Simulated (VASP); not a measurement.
# SiO2 (I-42d) in VASP: a series of runs, part 2 of 2

VASP 6.6.1. The steps go on from the part before.

### 4 Single point, r2SCAN

This run uses another cell than the first one, of 14.93 Å³/atom.

The input, POSCAR:

```
SiO2
1.0
    4.9487821912      0.0000000000      0.0000000000
    0.0000000000      4.9487821912      0.0000000000
    0.0000000000      0.0000000000      7.3178530048
Si O
4 8
Direct
    0.0000000000      0.0000000000      0.0000000000
    0.0000000000      0.5000000000      0.2500000000
    0.5000000000      0.5000000000      0.5000000000
    0.5000000000      0.0000000000      0.7500000000
    0.0974564812      0.2500000000      0.1250000000
    0.2500000000      0.5974564812      0.3750000000
    0.7500000000      0.4025435188      0.3750000000
    0.9025435188      0.7500000000      0.1250000000
    0.5974564812      0.7500000000      0.6250000000
    0.7500000000      0.0974564812      0.8750000000
    0.2500000000      0.9025435188      0.8750000000
    0.4025435188      0.2500000000      0.6250000000
```

The input, INCAR.step1:

```
SYSTEM = SiO2
PREC = Accurate
ENCUT = 520
ISMEAR = 0
SIGMA = 0.02
LREAL = .False.
LASPH = .True.
NELM = 100
NBANDS = 44
GGA = PE
ALGO = Normal
EDIFF = 1E-4
LWAVE = .True.
LCHARG = .False.
```

The input, INCAR.step2:

```
SYSTEM = SiO2
PREC = Accurate
ENCUT = 520
EDIFF = 1E-6
ISMEAR = 0
SIGMA = 0.02
LREAL = .False.
LASPH = .True.
NELM = 100
ALGO = Normal
ISIF = 2
LWAVE = .False.
LCHARG = .False.
METAGGA = R2SCAN
LMIXTAU = .True.
NBANDS = 44
ISTART = 1
```

The input, KPOINTS:

```
Automatic mesh
0
Gamma
  6 6 4
  0 0 0
```

Potentials or basis: VASP PAW PBE potentials, release 64 (Si, O).

Started as:

```bash
$ cat potpaw_PBE.64/Si/POTCAR potpaw_PBE.64/O/POTCAR > POTCAR
$ cp INCAR.step1 INCAR
$ mpirun -np 1 vasp_std > vasp.out
$ cp INCAR.step2 INCAR
$ mpirun -np 1 vasp_std > vasp.out
```

OUTCAR:

```text
SYSTEM = SiO2
   PREC = Accurate
   ENCUT = 520
   EDIFF = 1E-6
   ISMEAR = 0
   LREAL = .False.
   LASPH = .True.
   NELM = 100
   ISIF = 2
   METAGGA = R2SCAN
   ISTART = 1

 ion  position               nearest neighbor table
   1  0.000  0.000  0.000-   5 1.61   8 1.61  10 1.61  11 1.61   2 3.08   4 3.08   2 3.08   4 3.08

   2  0.000  0.500  0.250-   5 1.61   6 1.61   7 1.61   8 1.61   1 3.08   3 3.08   1 3.08   3 3.08

   3  0.500  0.500  0.500-   6 1.61   7 1.61   9 1.61  12 1.61   2 3.08   4 3.08   4 3.08   2 3.08

   4  0.500  0.000  0.750-   9 1.61  10 1.61  11 1.61  12 1.61   1 3.08   3 3.08   3 3.08   1 3.08

   5  0.097  0.250  0.125-   1 1.61   2 1.61
   6  0.250  0.597  0.375-   2 1.61   3 1.61
   7  0.750  0.403  0.375-   2 1.61   3 1.61
   8  0.903  0.750  0.125-   1 1.61   2 1.61
   9  0.597  0.750  0.625-   3 1.61   4 1.61
  10  0.750  0.097  0.875-   1 1.61   4 1.61
  11  0.250  0.903  0.875-   1 1.61   4 1.61
  12  0.403  0.250  0.625-   3 1.61   4 1.61

  LATTYP: Found a simple tetragonal cell.
 ALAT       =     4.9487821912
 C/A-ratio  =     1.4787179395

  Lattice vectors:

 A1 = (   4.9487821912,   0.0000000000,   0.0000000000)
 A2 = (   0.0000000000,   4.9487821912,   0.0000000000)
 A3 = (   0.0000000000,   0.0000000000,   7.3178530048)

Analysis of symmetry for initial positions (statically):
=====================================================================
 Subroutine PRICEL returns following result:

  LATTYP: Found a body centered tetragonal cell.
 ALAT       =     4.9487821912
 C/A-ratio  =     1.4787179395

  Lattice vectors:

 A1 = (   2.4743910956,  -2.4743910956,  -3.6589265024)
[... 166 lines left out ...]
     AMIX     =   0.40;   BMIX     =  1.00
     AMIX_MAG =   1.60;   BMIX_MAG =  1.00
  volume/ion in A,a.u.               =      14.93       100.78
  Fermi-wavevector in a.u.,A,eV,Ry     =   1.161470  2.194860 18.354433  1.349013
  Thomas-Fermi vector in A             =   2.298042
   LORBIT       =      0    0 simple, 1 ext, 2 COOP (PROOUT), +10 PAW based schemes
   METAGGA = R2SCAN    functional components
   LHFCALC =     F    Hartree Fock is set to
   AEXX    =    0.0000 exact exchange contribution
   IVDW    =     0    specifies the selected vdW correction
   LEPSILON=     F    determine dielectric tensor
   LRPA    =     F    only Hartree local field effects (RPA)
 non-spin polarized calculation
 Gauss-broadening in eV      SIGMA  =   0.02
  energy-cutoff  :      520.00
  volume of cell :      179.22
 maximum number of plane-waves:      4856
 NGX is ok and might be reduce to    40
   NGX = 19   NGY = 19   NGZ = 27

 number of electron      64.0000021 magnetization

 Free energy of the ion-electron system (eV)
  ---------------------------------------------------
  ext. energy  EPLUGINS =         0.00000000
  ---------------------------------------------------
  free energy    TOTEN  =      -119.17731055 eV

  energy without entropy =     -119.17731055  energy(sigma->0) =     -119.17731055

 E-fermi :  -0.7429     XC(G=0):  -8.6016

 val. band max:       -0.8685918852   @ k =   0.0000   0.0000   0.0000
 cond. band min:       5.6800523214   @ k =   0.0000   0.0000   0.0000
 fundamental gap:      6.5486442065
 Fermi energy:        -0.7429141818

 k-point     1 :       0.0000    0.0000    0.0000
  band No.  band energies     occupation
      1     -21.0719      2.00000
      2     -20.1547      2.00000
      3     -20.1547      2.00000
      4     -19.0556      2.00000
      5     -19.0556      2.00000
      6     -19.0242      2.00000
[... 1117 lines left out ...]
     43      11.7462      0.00000
     44      11.7470      0.00000

 [... further k-points ...]
[... 5 lines left out ...]
  --------------------------------------------------------------------------------------
  -------------------------------------------------------------------------------------
  Total        0.2148357      0.2148357      0.2069749      0.0000000      0.0000000      0.0000000
  in kB        1.9205991      1.9205991      1.8503243      0.0000000      0.0000000      0.0000000
  external PRESSURE =       1.8971742 kB  Pullay stress =       0.0000000 kB

 VOLUME and BASIS-vectors are now :
 -----------------------------------------------------------------------------
  energy-cutoff  :      520.00
  volume of cell :      179.22
      direct lattice vectors                 reciprocal lattice vectors
     4.948782191  0.000000000  0.000000000     0.202069916  0.000000000  0.000000000
     0.000000000  4.948782191  0.000000000     0.000000000  0.202069916  0.000000000
     0.000000000  0.000000000  7.317853005     0.000000000  0.000000000  0.136652103

 POSITION                                       TOTAL-FORCE (eV/Angst)
 -----------------------------------------------------------------------------------
      0.00000      0.00000      0.00000        -0.000000     -0.000000      0.000000
      0.00000      2.47439      1.82946        -0.000000     -0.000000      0.000000
      2.47439      2.47439      3.65893        -0.000000     -0.000000      0.000000
      2.47439      0.00000      5.48839        -0.000000     -0.000000      0.000000
      0.48229      1.23720      0.91473         0.005243     -0.000000      0.000000
      1.23720      2.95668      2.74419        -0.000000      0.005243     -0.000000
      3.71159      1.99210      2.74419        -0.000000     -0.005243     -0.000000
      4.46649      3.71159      0.91473        -0.005243     -0.000000      0.000000
      2.95668      3.71159      4.57366         0.005243     -0.000000      0.000000
      3.71159      0.48229      6.40312        -0.000000      0.005243     -0.000000
      1.23720      4.46649      6.40312        -0.000000     -0.005243     -0.000000
      1.99210      1.23720      4.57366        -0.005243     -0.000000      0.000000
 -----------------------------------------------------------------------------------
    total drift:                                0.000000      0.000000      0.000000

  FREE ENERGIE OF THE ION-ELECTRON SYSTEM (eV)
  ---------------------------------------------------
  free  energy   TOTEN  =      -119.1773105496 eV

  energy  without entropy=     -119.1773105496  energy(sigma->0) =     -119.17731055
```

OUTCAR.step1:

```text
SYSTEM = SiO2
   PREC = Accurate
   ENCUT = 520
   ISMEAR = 0
   LREAL = .False.
   LASPH = .True.
   NELM = 100
[... 1405 lines left out ...]
      3.71159      0.48229      6.40312        -0.000000      0.266068     -0.000000
      1.23720      4.46649      6.40312        -0.000000     -0.266068     -0.000000
      1.99210      1.23720      4.57366        -0.266068      0.000000     -0.000000
 -----------------------------------------------------------------------------------
    total drift:                                0.000000      0.000000      0.000000

  FREE ENERGIE OF THE ION-ELECTRON SYSTEM (eV)
  ---------------------------------------------------
  free  energy   TOTEN  =       -94.9010823636 eV

  energy  without entropy=      -94.9010823636  energy(sigma->0) =      -94.90108236
```

OSZICAR.step1:

```text
N       E                     dE             d eps       ncg     rms          rms(c)
DAV:   1     0.410809677051E+03    0.41081E+03   -0.32536E+04  2648   0.131E+03
DAV:   2    -0.753206418437E+02   -0.48613E+03   -0.47144E+03  3404   0.311E+02
DAV:   3    -0.107504747399E+03   -0.32184E+02   -0.32029E+02  3280   0.848E+01
DAV:   4    -0.107939468588E+03   -0.43472E+00   -0.43394E+00  3324   0.108E+01
DAV:   5    -0.107947451290E+03   -0.79827E-02   -0.79769E-02  3236   0.143E+00    0.296E+01
DAV:   6    -0.949040258375E+02    0.13043E+02   -0.49949E+01  3088   0.325E+01    0.140E+01
DAV:   7    -0.949042179437E+02   -0.19211E-03   -0.14616E+00  3144   0.500E+00    0.509E+00
DAV:   8    -0.948882637746E+02    0.15954E-01   -0.77285E-02  3256   0.168E+00    0.199E+00
DAV:   9    -0.948983213643E+02   -0.10058E-01   -0.43326E-02  2968   0.120E+00    0.359E-01
DAV:  10    -0.949011166262E+02   -0.27953E-02   -0.44067E-03  2880   0.316E-01    0.115E-01
DAV:  11    -0.949010682485E+02    0.48378E-04   -0.11729E-03  3232   0.176E-01    0.190E-02
DAV:  12    -0.949010823636E+02   -0.14115E-04   -0.29444E-05  2056   0.304E-02
   1 F= -.94901082E+02 E0= -.94901082E+02  d E =-.118063E-35
```

It took 20 min on 1 thread of Intel Xeon 8259CL, shared host; peak memory 0.41 GiB.

What came out:

| Quantity | Value |
| --- | --- |
| Free energy | -119.1773 eV |
| Pressure | 0.2 GPa |
| Largest force | 0.005 eV/Å |
| Band gap on the k mesh | 6.55 eV |

Forces in eV/Å, atoms in the order of the input:
```
Si   0.000  0.000  0.000
Si   0.000  0.000  0.000
Si   0.000  0.000  0.000
Si   0.000  0.000  0.000
O    0.005  0.000  0.000
O    0.000  0.005  0.000
O    0.000 -0.005  0.000
O   -0.005  0.000  0.000
O    0.005  0.000  0.000
O    0.000  0.005  0.000
O    0.000 -0.005  0.000
O   -0.005  0.000  0.000
```

Levels at points of the mesh, in eV from the valence-band top:
| k point | band 29 | band 30 | band 31 | band 32 | band 33 | band 34 | band 35 | band 36 |
| --- | --- | --- | --- | --- | --- | --- | --- | --- |
| (0.00, 0.00, 0.00) | -0.32 | -0.32 | 0.00 | 0.00 | 6.55 | 9.62 | 9.62 | 9.70 |
| (0.50, 0.00, 0.00) | -0.66 | -0.66 | -0.17 | -0.17 | 8.64 | 8.64 | 10.35 | 10.35 |
| (0.50, 0.50, 0.00) | -0.34 | -0.34 | -0.34 | -0.34 | 9.86 | 9.86 | 9.86 | 9.86 |
| (0.00, 0.00, 0.50) | -0.19 | -0.19 | -0.19 | -0.19 | 7.67 | 7.67 | 9.95 | 9.95 |
| (0.50, 0.00, 0.50) | -0.50 | -0.50 | -0.14 | -0.14 | 9.06 | 9.06 | 9.58 | 9.58 |
| (0.50, 0.50, 0.50) | -0.45 | -0.45 | -0.45 | -0.45 | 10.22 | 10.22 | 10.22 | 10.22 |

Caveat: the PAW data sets were made with another functional, which shifts forces and pressure a little.

### 5 Single point, r2SCAN (biaxial strain in the a-b plane: +1.5 %)

Changes to POSCAR since step 4:

```diff
@@ -2,5 +2,5 @@
 1.0
-    4.9487821912      0.0000000000      0.0000000000
-    0.0000000000      4.9487821912      0.0000000000
-    0.0000000000      0.0000000000      7.3178530048
+    5.0230139240      0.0000000000      0.0000000000
+    0.0000000000      5.0230139240      0.0000000000
+    0.0000000000      0.0000000000      7.2519923277
 Si O
```

The input, INCAR.step1:

```
ALGO = Normal
EDIFF = 1E-4
ENCUT = 520
GGA = PE
ISMEAR = 0
LASPH = T
LCHARG = F
LREAL = F
LWAVE = T
NBANDS = 44
NELM = 80
PREC = Accurate
SIGMA = 0.02
```

The input, INCAR.step2:

```
ALGO = Normal
EDIFF = 1E-7
ENCUT = 520
ISIF = 2
ISMEAR = 0
ISTART = 1
LASPH = T
LCHARG = F
LMIXTAU = T
LREAL = F
LWAVE = F
METAGGA = R2SCAN
NBANDS = 44
NELM = 80
PREC = Accurate
SIGMA = 0.02
```

The input, KPOINTS:

```
k-points
0
Gamma
  6 6 4
```

Started as:

```bash
$ cat potpaw_PBE.64/Si/POTCAR potpaw_PBE.64/O/POTCAR > POTCAR
$ cp INCAR.step1 INCAR
$ mpirun -np 1 vasp_std > vasp.out
$ cp INCAR.step2 INCAR
$ mpirun -np 1 vasp_std > vasp.out
```

Wall time 22 min (1 thread of Intel Xeon 8259CL, shared host); peak memory 0.41 GiB.

The run converged. Its results:

```
Free energy            : -119.1331 eV
Pressure               : -3.3 GPa
Largest force          : 0.252 eV/Å
Band gap on the k mesh : 6.45 eV
```

Forces in eV/Å, atoms in the order of the input:
```
Si   0.000  0.000  0.000
Si   0.000  0.000  0.000
Si   0.000  0.000  0.000
Si   0.000  0.000  0.000
O   -0.252  0.000  0.000
O    0.000 -0.252  0.000
O    0.000  0.252  0.000
O    0.252  0.000  0.000
O   -0.252  0.000  0.000
O    0.000 -0.252  0.000
O    0.000  0.252  0.000
O    0.252  0.000  0.000
```

Stress tensor (GPa, compression positive):
```
-3.74  0.00  0.00
 0.00 -3.74  0.00
 0.00  0.00 -2.30
```

Levels at points of the mesh, in eV from the valence-band top:
| k point | band 29 | band 30 | band 31 | band 32 | band 33 | band 34 | band 35 | band 36 |
| --- | --- | --- | --- | --- | --- | --- | --- | --- |
| (0.00, 0.00, 0.00) | -0.34 | -0.34 | 0.00 | 0.00 | 6.45 | 9.56 | 9.56 | 9.60 |
| (0.50, 0.00, 0.00) | -0.64 | -0.64 | -0.17 | -0.17 | 8.51 | 8.51 | 10.17 | 10.17 |
| (0.50, 0.50, 0.00) | -0.32 | -0.32 | -0.32 | -0.32 | 9.74 | 9.74 | 9.74 | 9.74 |
| (0.00, 0.00, 0.50) | -0.20 | -0.20 | -0.20 | -0.20 | 7.59 | 7.59 | 9.88 | 9.88 |
| (0.50, 0.00, 0.50) | -0.46 | -0.46 | -0.15 | -0.15 | 8.87 | 8.87 | 9.54 | 9.54 |
| (0.50, 0.50, 0.50) | -0.42 | -0.42 | -0.42 | -0.42 | 10.16 | 10.16 | 10.16 | 10.16 |

Caveat: the cell differs from its parent crystal (biaxial strain in the a-b plane: +1.5 %); the cell stands under tension; the PAW data sets were made with another functional, which shifts forces and pressure a little. A k mesh can miss the band edges.

### 6 The runs side by side

| cell | gap on the mesh (eV) | pressure (GPa) | largest force (eV/Å) |
| --- | --- | --- | --- |
| a = 4.917, b = 4.917, c = 7.428 Å, 12 atoms, atomic positions A | 6.52 | -0.3 | - |
| a = 4.885, b = 4.885, c = 7.537 Å, 12 atoms, atomic positions B | 6.48 | -0.7 | - |
| a = 4.949, b = 4.949, c = 7.318 Å, 12 atoms, atomic positions C | 6.55 | 0.2 | 0.01 |
| a = 5.023, b = 5.023, c = 7.252 Å, 12 atoms, atomic positions C | 6.45 | -3.3 | 0.25 |

Alike in all rows: task single point; level r2SCAN; potentials or basis VASP PAW PBE potentials, release 64 (Si, O); no spin polarisation; k mesh 6 × 6 × 4; cutoff (eV) 520; smearing gaussian 0.02 eV.

Caveats: the PAW data sets were made with another functional, which shifts forces and pressure a little; the cell stands under tension (at least some runs).

Absolute energies hang on the potentials; compare differences alone.
